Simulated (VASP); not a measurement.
Lu, 2 atoms in the cell. The structure is hexagonal, space group P6_3/mmc (No. 194). The conventional cell has a = 3.507 Å, b = 3.507 Å, c = 5.477 Å, α = 90.00°, β = 90.00°, γ = 120.00°. Lu (site symmetry -6m2) has 12 Lu at 3.41 to 3.51 Å within 4.5 Å. 

```yaml
Program: VASP 6.6.1
Task: single point
Functional: PBE
Potentials_or_basis: VASP PAW PBE potentials, release 64 (Lu)
Cutoff: 520 eV
k_mesh: 10 × 10 × 6
Occupations: fermi-dirac, width 0.01 eV
Spin: no spin polarisation
Dipole_correction: no
Further_INCAR_settings: ALGO = Normal; EDIFF = 1e-06; NBANDS = 32
```

Potentials or basis: VASP PAW PBE potentials, release 64 (Lu).

Command:

```bash
$ cat potpaw_PBE.64/Lu/POTCAR > POTCAR
$ mpirun -np 1 vasp_std > vasp.out
```

Hardware: 1 thread of Intel Xeon 8259CL, with other jobs on the host.

Problem. How long does it take, and how much memory?

Solution. Run time: 100 s on 1 thread of Intel Xeon 8259CL, on a shared host, peak memory 0.24 GiB. Counts: scf iterations 11, k points 56.
